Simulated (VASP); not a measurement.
# Pb (Fm-3m) in VASP: a series of runs

Aim: see how the results for Pb move with the level of theory and the settings. Levels: PBE+D4, PBEsol+D3(BJ). Tasks: single point.

Everything below comes from runs of VASP 6.6.1. Logs are shortened: lines on timing, memory, paths and dates and some standing lists are left out, and cuts for length are marked.

**1. The cell of the first run**

The structure is cubic, space group Fm-3m (No. 225). The conventional cell has a = 4.983 Å, b = 4.983 Å, c = 4.983 Å, α = 90.00°, β = 90.00°, γ = 90.00°. Within 4.6 Å of Pb (site symmetry m-3m) lie 12 Pb at 3.52 Å.

**2. Single point, PBE+D4**

Input file INCAR:

```
ALGO = Normal
EDIFF = 1E-6
ENCUT = 520
GGA = PE
ISIF = 2
ISMEAR = -1
IVDW = 13
LASPH = True
LCHARG = True
LELF = True
LREAL = False
LVHAR = True
LWAVE = False
NBANDS = 13
NELM = 80
PREC = Accurate
SIGMA = 0.05
```

Input file KPOINTS:

```
k-points
0
Gamma
  9 9 9
```

Input file POSCAR:

```
Pb
1.0
    0.0000000000      2.4914113386      2.4914113386
    2.4914113386      0.0000000000      2.4914113386
    2.4914113386      2.4914113386      0.0000000000
Pb
1
Direct
    0.0000000000      0.0000000000      0.0000000000
```

Potentials or basis: VASP PAW PBE potentials, release 64 (Pb_d).

Run with:

```sh
cat potpaw_PBE.64/Pb_d/POTCAR > POTCAR
mpirun -np 1 vasp_std > vasp.out
```

OUTCAR:

```text
EDIFF = 1E-6
   ENCUT = 520
   GGA = PE
   ISIF = 2
   ISMEAR = -1
   IVDW = 13
   LASPH = True
   LREAL = False
   NELM = 80
   PREC = Accurate

 ion  position               nearest neighbor table
   1  0.000  0.000  0.000-

  LATTYP: Found a face centered cubic cell.
 ALAT       =     4.9828226772

  Lattice vectors:

 A1 = (   0.0000000000,   2.4914113386,   2.4914113386)
 A2 = (   2.4914113386,   0.0000000000,   2.4914113386)
 A3 = (   2.4914113386,   2.4914113386,   0.0000000000)

Analysis of symmetry for initial positions (statically):
[... 5 lines left out ...]
 face centered cubic supercell.

 Subroutine GETGRP returns: Found 48 space group operations
 (whereof 48 operations were pure point group operations)
 out of a pool of 48 trial point group operations.

The static configuration has the point symmetry O_h .

Analysis of symmetry for dynamics (positions and initial velocities):
[... 5 lines left out ...]
 face centered cubic supercell.

 Subroutine GETGRP returns: Found 48 space group operations
 (whereof 48 operations were pure point group operations)
 out of a pool of 48 trial point group operations.

The dynamic configuration has the point symmetry O_h .

 Subroutine INISYM returns: Found 48 space group operations
 (whereof 48 operations are pure point group operations),
 and found     1 'primitive' translations

----------------------------------------------------------------------------------------

                                     Primitive cell

  volume of cell :      30.9290

  direct lattice vectors                    reciprocal lattice vectors
     0.000000000  2.491411339  2.491411339    -0.200689462  0.200689462  0.200689462
     2.491411339  0.000000000  2.491411339     0.200689462 -0.200689462  0.200689462
     2.491411339  2.491411339  0.000000000     0.200689462  0.200689462 -0.200689462

  length of vectors
     3.523387704  3.523387704  3.523387704     0.347604344  0.347604344  0.347604344

  position of ions in fractional coordinates (direct lattice)
     0.000000000  0.000000000  0.000000000

  ion indices of the primitive-cell ions
   primitive index   ion index
                 1           1

----------------------------------------------------------------------------------------

 KPOINTS: k-points

Automatic generation of k-mesh.
 Grid dimensions read from file:
 generate k-points for:    9    9    9

 Generating k-lattice:

  Cartesian coordinates                     Fractional coordinates (reciprocal lattice)
    -0.022298829  0.022298829  0.022298829     0.111111111  0.000000000  0.000000000
     0.022298829 -0.022298829  0.022298829     0.000000000  0.111111111  0.000000000
     0.022298829  0.022298829 -0.022298829     0.000000000  0.000000000  0.111111111

  Length of vectors
     0.038622705  0.038622705  0.038622705

  Shift w.r.t. Gamma in fractional coordinates (k-lattice)
     0.000000000  0.000000000  0.000000000

 Subroutine IBZKPT returns following result:
 ===========================================

 Found     35 irreducible k-points:

 Following reciprocal coordinates:
            Coordinates               Weight
  0.000000  0.000000  0.000000      1.000000
  0.111111  0.000000  0.000000      8.000000
  0.222222  0.000000  0.000000      8.000000
  0.333333  0.000000  0.000000      8.000000
  0.444444  0.000000  0.000000      8.000000
  0.111111  0.111111  0.000000      6.000000
[... 16 lines left out ...]
 -0.333333  0.333333  0.000000     12.000000
  0.444444  0.444444  0.000000      6.000000
 [... further k-points ...]
   k-points           NKPTS =     35   k-points in BZ     NKDIM =     35   number of bands    NBANDS=     13
   number of dos      NEDOS =    301   number of ions     NIONS =      1
   total plane-waves  NPLWV =  21952
   dimension x,y,z NGX =    28 NGY =   28 NGZ =   28
   dimension x,y,z NGXF=    56 NGYF=   56 NGZF=   56
   ions per type =               1
   NGX,Y,Z   is equivalent  to a cutoff of  13.21, 13.21, 13.21 a.u.
   NGXF,Y,Z  is equivalent  to a cutoff of  26.42, 26.42, 26.42 a.u.
 SYSTEM =  unknown system
   PREC   = accura    normal or accurate (medium, high low for compatibility)
   ISTART =      0    job   : 0-new  1-cont  2-samecut
   ICHARG =      2    charge: 1-file 2-atom 10-const
   ISPIN  =      1    spin polarized calculation?
   LNONCOLLINEAR =      F non collinear calculations
   LSORBIT =      F    spin-orbit coupling
   LASPH  =      T    aspherical Exc in radial PAW
   ENCUT  =  520.0 eV  38.22 Ry    6.18 a.u.   6.55  6.55  6.55*2*pi/ulx,y,z
   NELM   =     80;   NELMIN=  2; NELMDL= -5     # of ELM steps
   EDIFF  = 0.1E-05   stopping-criterion for ELM
   LREAL  =      F    real-space projection
   EDIFFG = 0.1E-04   stopping-criterion for IOM
   NSW    =      0    number of steps for IOM
   IBRION =     -1    ionic relax: 0-MD 1-quasi-New 2-CG
   NFREE  =      0    steps in history (QN), initial steepest desc. (CG)
   ISIF   =      2    stress and relaxation
   ISYM   =      2    0-nonsym 1-usesym 2-fastsym
   POTIM  = 0.5000    time-step for ionic-motion
   TEBEG  =    0.0;   TEEND  =   0.0 temperature during run
   PSTRESS=    0.0 pullay stress
   NELECT =      14.0000    total number of electrons
   NUPDOWN=      -1.0000    fix difference up-down
   EMIN   =  10.00;   EMAX   =-10.00  energy-range for DOS
   EFERMI =   0.00;   METHOD = LEGACY
   ISMEAR =    -1;   SIGMA  =   0.05  broadening in eV -4-tet -1-fermi 0-gaus
   EFERMI_NEDOS =   21; number of points for ismear=-14 and -15
   IALGO  =     38    algorithm
   IMIX   =      4    mixing-type and parameters
     AMIX     =   0.40;   BMIX     =  1.00
     AMIX_MAG =   1.60;   BMIX_MAG =  1.00
  volume/ion in A,a.u.               =      30.93       208.72
  Fermi-wavevector in a.u.,A,eV,Ry     =   1.256981  2.375350 21.497225  1.580001
  Thomas-Fermi vector in A             =   2.390662
   LORBIT       =      0    0 simple, 1 ext, 2 COOP (PROOUT), +10 PAW based schemes
   GGA     = PE    functional components
   LHFCALC =     F    Hartree Fock is set to
   AEXX    =    0.0000 exact exchange contribution
   IVDW    =    13    specifies the selected vdW correction
   LEPSILON=     F    determine dielectric tensor
   LRPA    =     F    only Hartree local field effects (RPA)
 non-spin polarized calculation
  energy-cutoff  :      520.00
  volume of cell :       30.93
 maximum number of plane-waves:       869
 NGX is ok and might be reduce to    28
   NGX = 13   NGY = 13   NGZ = 13

 number of electron      14.0000000 magnetization

 Free energy of the ion-electron system (eV)
  ---------------------------------------------------
  ext. energy  EPLUGINS =         0.00000000
  ---------------------------------------------------
  free energy    TOTEN  =        -3.57704963 eV

  energy without entropy =       -3.57379963  energy(sigma->0) =       -3.57542463

 E-fermi :   6.9276     XC(G=0): -10.0912

 val. band max:        6.7042900645   @ k =  -0.3333   0.3333   0.1111
 cond. band min:       6.9407869097   @ k =  -0.2222   0.3333   0.1111
 fundamental gap:      0.2364968452
 Fermi energy:         6.9276051892

 k-point     1 :       0.0000    0.0000    0.0000
  band No.  band energies     occupation
      1     -10.0006      2.00000
      2     -10.0006      2.00000
      3     -10.0006      2.00000
      4      -9.8688      2.00000
      5      -9.8688      2.00000
      6      -4.5609      2.00000
      7      14.3230      0.00000
      8      14.3230      0.00000
      9      14.3230      0.00000
     10      16.8116      0.00000
     11      18.1478      0.00000
     12      19.4002      0.00000
     13      19.4002      0.00000

 k-point     2 :       0.1111    0.0000    0.0000
  band No.  band energies     occupation
      1     -10.0009      2.00000
      2      -9.9851      2.00000
      3      -9.9851      2.00000
      4      -9.8688      2.00000
      5      -9.8688      2.00000
      6      -4.3281      2.00000
      7      11.9980      0.00000
      8      14.0473      0.00000
      9      14.0473      0.00000
     10      16.3849      0.00000
     11      19.1686      0.00000
     12      19.8912      0.00000
     13      19.8912      0.00000

 k-point     3 :       0.2222    0.0000    0.0000
  band No.  band energies     occupation
      1     -10.0051      2.00000
      2      -9.9667      2.00000
      3      -9.9667      2.00000
      4      -9.8473      2.00000
      5      -9.8473      2.00000
      6      -3.6327      2.00000
      7       8.5954      0.00000
      8      13.4618      0.00000
      9      13.4618      0.00000
     10      16.0089      0.00000
     11      18.8281      0.00000
     12      19.5466      0.00000
     13      19.5466      0.00000
[... 305 lines left out ...]
 k-point    23 :      -0.3333    0.3333    0.0000
  band No.  band energies     occupation
      1     -10.0512      2.00000
      2      -9.9022      2.00000
      3      -9.8583      2.00000
      4      -9.8381      2.00000
      5      -9.7776      2.00000
      6      -0.1146      2.00000
      7       5.2857      2.00000
      8       5.5583      2.00000
      9      10.6602      0.00000
     10      13.9152      0.00000
     11      20.6666      0.00000
     12      22.2871      0.00000
     13      22.3409      0.00000

 k-point    24 :       0.4444    0.4444    0.0000
  band No.  band energies     occupation
      1     -10.1488      2.00000
      2     -10.0613      2.00000
      3      -9.7558      2.00000
      4      -9.7189      2.00000
      5      -9.7189      2.00000
      6      -0.1003      2.00000
      7       4.3960      2.00000
      8       9.1868      0.00000
      9       9.1868      0.00000
     10      12.4807      0.00000
     11      13.6934      0.00000
     12      25.2092      0.00000
     13      26.7888      0.00000

 [... further k-points ...]

------------------------ aborting loop because EDIFF is reached ----------------------------------------

  DFT-D4 for vdW energy calculation

  Edisp (eV):   -0.42272

  FORCE on cell =-STRESS in cart. coord.  units (eV):
  Direction    XX          YY          ZZ          XY          YZ          ZX
  --------------------------------------------------------------------------------------
  -------------------------------------------------------------------------------------
  Total      -0.16554    -0.16554    -0.16554    -0.00000    -0.00000     0.00000
  in kB      -8.57525    -8.57525    -8.57525    -0.00000    -0.00000     0.00000
  external pressure =       -8.58 kB  Pullay stress =        0.00 kB

 VOLUME and BASIS-vectors are now :
 -----------------------------------------------------------------------------
  energy-cutoff  :      520.00
  volume of cell :       30.93
      direct lattice vectors                 reciprocal lattice vectors
     0.000000000  2.491411339  2.491411339    -0.200689462  0.200689462  0.200689462
     2.491411339  0.000000000  2.491411339     0.200689462 -0.200689462  0.200689462
     2.491411339  2.491411339  0.000000000     0.200689462  0.200689462 -0.200689462

 POSITION                                       TOTAL-FORCE (eV/Angst)
 -----------------------------------------------------------------------------------
      0.00000      0.00000      0.00000         0.000000      0.000000      0.000000
 -----------------------------------------------------------------------------------
    total drift:                               -0.000000     -0.000000     -0.000000

  FREE ENERGIE OF THE ION-ELECTRON SYSTEM (eV)
  ---------------------------------------------------
  free  energy   TOTEN  =        -3.9997669147 eV

  energy  without entropy=       -3.9965169062  energy(sigma->0) =       -3.99814191
```

Run time: 9.2 s. Hardware: 1 thread of Intel Xeon Platinum 8488C (Sapphire Rapids), shared host; peak memory 0.14 GiB.

What came out:

```
Free energy                : -3.9998 eV
Pressure                   : -0.9 GPa
Band gap on the k mesh     : zero (band 7 reaches 14.32 eV, above the bottom of band 8 at 5.56 eV)
Dispersion energy per atom : -0.423 eV
```

Levels at points of the mesh, in eV from the Fermi level:
| k point | band 4 | band 5 | band 6 | band 7 | band 8 | band 9 | band 10 | band 11 |
| --- | --- | --- | --- | --- | --- | --- | --- | --- |
| (0.00, 0.00, 0.00) | -16.80 | -16.80 | -11.49 | 7.40 | 7.40 | 7.40 | 9.88 | 11.22 |

Caveat: spin-orbit coupling is left out, which moves the levels of the heavy elements; pairwise dispersion overbinds metals, which lowers pressure and volume.

**3. Single point, PBE+D4**

This run uses another cell than the first one, of 31.54 Å³/atom, 1.020 times its volume.

Input file INCAR:

```
SYSTEM = Pb
PREC     = Accurate       ! precision mode
ENCUT    = 520            ! plane-wave cutoff, eV
EDIFF    = 1E-6           ! SCF threshold, eV
ISMEAR   = -1             ! smearing method
SIGMA    = 0.05           ! smearing width, eV
LREAL    = .FALSE.        ! projectors in reciprocal space
LASPH    = .TRUE.         ! aspherical terms in the spheres
NELM     = 60             ! most SCF steps
ALGO     = Fast           ! electronic algorithm
ISIF     = 2              ! what is computed and relaxed
LWAVE    = .FALSE.        ! write WAVECAR
LCHARG   = .FALSE.        ! write CHGCAR
GGA      = PE             ! functional
IVDW     = 13             ! dispersion correction
NBANDS   = 13             ! bands
```

Input file KPOINTS:

```
Automatic mesh
0
G
  9 9 9
  0 0 0
```

Input file POSCAR:

```
Pb
1.0
    0.0000000000      2.5075897876      2.5075897876
    2.5075897876      0.0000000000      2.5075897876
    2.5075897876      2.5075897876      0.0000000000
Pb
1
Direct
    0.0000000000      0.0000000000      0.0000000000
```

Potentials or basis: VASP PAW PBE potentials, release 64 (Pb_d).

Run with:

```sh
cat potpaw_PBE.64/Pb_d/POTCAR > POTCAR
mpirun -np 1 vasp_std > vasp.out
```

It took 11 s on 1 thread of Intel Xeon Platinum 8488C (Sapphire Rapids), shared host; peak memory 0.13 GiB.

It converged, with:

```
Free energy                : -3.9953 eV
Pressure                   : -1.6 GPa
Band gap on the k mesh     : zero (band 7 reaches 13.96 eV, above the bottom of band 8 at 5.39 eV)
Dispersion energy per atom : -0.415 eV
```

Levels at points of the mesh, in eV from the Fermi level:
| k point | band 3 | band 4 | band 5 | band 6 | band 7 | band 8 | band 9 | band 10 | band 11 | band 12 |
| --- | --- | --- | --- | --- | --- | --- | --- | --- | --- | --- |
| (0.00, 0.00, 0.00) | -16.92 | -16.80 | -16.80 | -11.37 | 7.24 | 7.24 | 7.24 | 9.86 | 10.97 | 12.33 |

Caveat: spin-orbit coupling is left out, which moves the levels of the heavy elements; pairwise dispersion overbinds metals, which lowers pressure and volume.

**4. Single point, PBEsol+D3(BJ)**

This run uses another cell than the first one, of 30.32 Å³/atom, 0.980 times its volume.

Input file INCAR:

```
PREC = Accurate ; ENCUT = 520
EDIFF = 1E-7 ; ISMEAR = -1
SIGMA = 0.05 ; LREAL = False
LASPH = True ; NELM = 80
ALGO = Normal ; ISIF = 2
LWAVE = False ; LCHARG = False
GGA = PS ; IVDW = 12
NBANDS = 13
```

Input file KPOINTS:

```
regular mesh
0
Gamma
  9 9 9
```

Input file POSCAR:

```
Pb
1.0
    0.0000000000      2.4750200000      2.4750200000
    2.4750200000      0.0000000000      2.4750200000
    2.4750200000      2.4750200000      0.0000000000
Pb
1
Direct
    0.0000000000      0.0000000000      0.0000000000
```

Run with:

```sh
cat potpaw_PBE.64/Pb_d/POTCAR > POTCAR
mpirun -np 1 vasp_std > vasp.out
```

It took 9.1 s on 1 thread of Intel Xeon Platinum 8488C (Sapphire Rapids), shared host; peak memory 0.16 GiB.

The run converged. Its results:

| Quantity | Value |
| --- | --- |
| Free energy | -4.4587 eV |
| Pressure | -3.1 GPa |
| Band gap on the k mesh | zero (band 7 reaches 14.51 eV, above the bottom of band 8 at 5.54 eV) |
| Dispersion energy per atom | -0.441 eV |

Levels at points of the mesh, in eV from the Fermi level:
```tsv
k point	band 4	band 5	band 6	band 7	band 8	band 9	band 10	band 11
(0.00, 0.00, 0.00)	-16.70	-16.70	-11.62	7.56	7.56	7.56	9.92	11.47
```

Caveat: the PAW data sets were made with another functional, which shifts forces and pressure a little; spin-orbit coupling is left out, which moves the levels of the heavy elements; pairwise dispersion overbinds metals, which lowers pressure and volume.

**5. Single point, PBEsol+D3(BJ)**

Input file INCAR:

```
PREC = Accurate ; ENCUT = 520
EDIFF = 1E-7 ; ISMEAR = -1
SIGMA = 0.05 ; LREAL = False
LASPH = True ; NELM = 60
ALGO = Normal ; ISIF = 2
LWAVE = False ; LCHARG = True
GGA = PS ; IVDW = 12
LELF = True ; LVHAR = True
NBANDS = 13
```

Input file KPOINTS:

```
Automatic mesh
0
Gamma
  9 9 9
```

Input file POSCAR:

```
Pb
1.0
    0.0000000000      2.4914113386      2.4914113386
    2.4914113386      0.0000000000      2.4914113386
    2.4914113386      2.4914113386      0.0000000000
Pb
1
Direct
    0.0000000000      0.0000000000      0.0000000000
```

Run with:

```sh
cat potpaw_PBE.64/Pb_d/POTCAR > POTCAR
mpirun -np 1 vasp_std > vasp.out
```

It took 10 s on 1 thread of Intel Xeon Platinum 8488C (Sapphire Rapids), shared host; peak memory 0.14 GiB.

Results (log left out):

* Free energy: -4.4457 eV
* Pressure: -3.9 GPa
* Band gap on the k mesh: zero (band 7 reaches 14.14 eV, above the bottom of band 8 at 5.37 eV)
* Dispersion energy per atom: -0.432 eV

Levels at points of the mesh, in eV from the Fermi level:
```
           k point  band 4  band 5  band 6  band 7  band 8  band 9  band 10  band 11
(0.00, 0.00, 0.00)  -16.70  -16.70  -11.49    7.40    7.40    7.40     9.89    11.21
```

Caveat: the PAW data sets were made with another functional, which shifts forces and pressure a little; spin-orbit coupling is left out, which moves the levels of the heavy elements; pairwise dispersion overbinds metals, which lowers pressure and volume.

**6. Summary**

```csv
level,cell,gap on the mesh (eV),pressure (GPa)
PBE+D4,"a = 3.523 Å, angles 60.0°, 1 atom",none,-0.9
PBE+D4,"a = 3.546 Å, angles 60.0°, 1 atom",none,-1.6
PBEsol+D3(BJ),"a = 3.500 Å, angles 60.0°, 1 atom",none,-3.1
PBEsol+D3(BJ),"a = 3.523 Å, angles 60.0°, 1 atom",none,-3.9
```

Alike in all rows: task single point; potentials or basis VASP PAW PBE potentials, release 64 (Pb_d); no spin polarisation; k mesh 9 × 9 × 9; cutoff (eV) 520; smearing fermi-dirac 0.05 eV.

Caveats: spin-orbit coupling is left out, which moves the levels of the heavy elements; pairwise dispersion overbinds metals, which lowers pressure and volume; the PAW data sets were made with another functional, which shifts forces and pressure a little (some runs).

Absolute energies hang on the potentials; compare differences alone.
